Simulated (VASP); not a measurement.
A run of VASP 6.6.1 is set up as follows.

File INCAR:

```
SYSTEM = Ca3AsP
ALGO     = Normal         ! electronic algorithm
EDIFF    = 1E-6           ! SCF threshold, eV
EDIFFG   = -0.01          ! ionic threshold
ENCUT    = 600            ! plane-wave cutoff, eV
GGA      = PS             ! functional
IBRION   = 2              ! ionic algorithm
ISIF     = 3              ! what is computed and relaxed
ISMEAR   = -1             ! smearing method
LASPH    = .TRUE.         ! aspherical terms in the spheres
LCHARG   = .FALSE.        ! write CHGCAR
LREAL    = .FALSE.        ! projectors in reciprocal space
LWAVE    = .FALSE.        ! write WAVECAR
NELM     = 100            ! most SCF steps
NSW      = 60             ! ionic steps
PREC     = Accurate       ! precision mode
SIGMA    = 0.05           ! smearing width, eV
```

The input KPOINTS:

```
k-points
0
G
  5 5 5
  0 0 0
```

File POSCAR:

```
Ca3AsP
1.0
    5.3338990000      0.0000000000      0.0000000000
    0.0000000000      5.3338990000      0.0000000000
    0.0000000000      0.0000000000      5.3338990000
As Ca P
1 3 1
Direct
    0.0000000000      0.0000000000      0.0000000000
    0.5000000000      0.5000000000      0.0000000000
    0.5000000000      0.0000000000      0.5000000000
    0.0000000000      0.5000000000      0.5000000000
    0.5000000000      0.5000000000      0.5000000000
```

Potentials or basis: VASP PAW PBE potentials, release 64 (As, Ca_sv, P).

Command:

```console
$ cat potpaw_PBE.64/As/POTCAR potpaw_PBE.64/Ca_sv/POTCAR potpaw_PBE.64/P/POTCAR > POTCAR
$ mpirun -np 1 vasp_std > vasp.out
```

(1) Estimate the relaxed cell.

(2) Estimate the band gap on the k mesh.

(3) Estimate the relaxed volume.

(4) Predict the space group after relaxing (to 0.05 Å).

## Answers

(1) a = 5.274 Å, b = 5.274 Å, c = 5.274 Å, α = 90.00°, β = 90.00°, γ = 90.00°.

(2) 0.19 eV, direct.

(3) 29.35 Å³/atom.

(4) Pm-3m (No. 221).

Caveat: the PAW data sets were made with another functional, which shifts forces and pressure a little.
